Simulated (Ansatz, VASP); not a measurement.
GaSb: VASP beside Ansatz

```
Ga Sb
1.0
    -2.75343    2.75343    1.59071
     2.75343   -2.75343    1.59071
     2.75343    2.75343   -1.59071
Ga Sb
1 1
Cartesian
  2.7534 0.0000 0.7954
  0.0000 0.0000 0.0000
```

Alike in both runs: task single point; functional PBEsol; k mesh 6 × 6 × 6; occupations gaussian, width 0.1 eV; no spin polarisation.

```csv
,VASP,Ansatz
version,VASP 6.6.1,Ansatz 0.2.0
potentials or method,"VASP PAW PBE potentials, release 64 (Ga_d, Sb), cutoff 500 eV","scalar-relativistic, plane waves, PAW"
valence electrons in the cell,18,28
```

VASP gave:

| Property | Result |
| --- | --- |
| gap on the k mesh at the Fermi level (eV) | none |
| pressure (GPa) | -2.7 |
| traceless stress, the component that is largest in VASP (GPa) | -2.02 |

Task: Estimate Ansatz's values.

Result: gap on the k mesh at the Fermi level (eV): none; pressure (GPa): -2.6; traceless stress, the component that is largest in VASP (GPa): -2.00.

VASP's potentials were made for PBE, not for PBEsol. A gap of «none» marks a metal or a gap that the smearing closes. VASP's potentials hold 18 valence electrons a cell and Ansatz's 28, so a difference there can come from the potentials and not from the codes.

The k mesh is coarse, so the values compare programs but aren't converged. Spin-orbit coupling is off throughout.
